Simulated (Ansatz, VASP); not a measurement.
# One calculation of B, two programs

```
B
1.0
     1.83664    0.00000    0.00000
    -0.91832    1.59058    0.00000
     0.00000    0.00000    2.22548
B
1
Direct
  0.00000 0.00000 0.00000
```

Alike in both runs: functional r2SCAN; k mesh 9 × 9 × 8; occupations gaussian, width 0.1 eV; no spin polarisation.

Ansatz relaxed the structure, and its values are those at the end. VASP's run is a single point on that final structure, the one shown.

```csv
,VASP,Ansatz
version,VASP 6.6.1,Ansatz 0.2.0
potentials or method,"VASP PAW PBE potentials, release 64 (B), cutoff 520 eV","scalar-relativistic, plane waves, PAW"
valence electrons in the cell,3,3
```

Ansatz gave:

| Item | Value |
| --- | --- |
| gap on the k mesh at the Fermi level (eV) | none |
| pressure (GPa) | 0.1 |

**Question.** What did VASP give for the same quantities?

**Answer.** gap on the k mesh at the Fermi level (eV): none; pressure (GPa): 0.2.

VASP's potentials were made for PBE, not for r2SCAN. A gap of «none» marks a metal or a gap that the smearing closes. With one functional, cell and mesh, what is left measures potentials, basis and numerics.

The k mesh is coarse, so the values compare programs but aren't converged.
